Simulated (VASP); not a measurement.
NaF: single point with PBEsol

NaF:

```
CELL_PARAMETERS angstrom
0.00000 2.39300 2.35815
2.39300 0.00000 2.35815
2.39300 2.39300 0.00000
ATOMIC_POSITIONS crystal
Na 0.00000 0.00000 0.00000
F 0.50000 0.50000 0.50000
```

This cell differs from its parent crystal: strain +0.030 along x and y, +0.015 along z.

```
Program             : VASP 6.6.1
Task                : single point
Functional          : PBEsol
Potentials or basis : VASP PAW PBE potentials, release 64 (Na_pv, F)
Cutoff              : 520 eV
k mesh              : 8 × 8 × 8
Occupations         : gaussian, width 0.05 eV
Spin                : no spin polarisation
```

```yaml
Pressure: -3.4 GPa
Band_gap_on_the_k_mesh: 5.76 eV
```

Stress tensor (GPa, compression positive):
```
-3.69  0.00  0.00
 0.00 -3.69  0.00
 0.00  0.00 -2.96
```

Levels at points of the mesh, in eV from the valence-band top:
```csv
k point,band 3,band 4,band 5,band 6,band 7,band 8,band 9,band 10,band 11,band 12
"(0.00, 0.00, 0.00)",-19.02,-18.93,0.00,0.00,0.00,5.76,18.24,18.24,18.34,20.79
"(0.50, 0.00, 0.00)",-19.03,-18.21,-1.45,-0.22,-0.22,10.13,11.67,18.99,19.25,21.75
"(0.50, 0.50, 0.00)",-19.07,-18.72,-1.16,-0.39,-0.39,12.46,12.73,12.80,18.51,18.51
"(0.50, 0.00, 0.50)",-19.06,-18.72,-1.18,-0.38,-0.35,12.27,12.74,12.87,18.61,18.74
```

Run time: 24 s on 1 thread of Intel Xeon 8259CL (shared host), peak memory 0.16 GiB.

Caveat: the cell differs from its parent crystal (strain +0.030 along x and y, +0.015 along z); the cell stands under tension; the PAW data sets were made with another functional, which shifts forces and pressure a little.
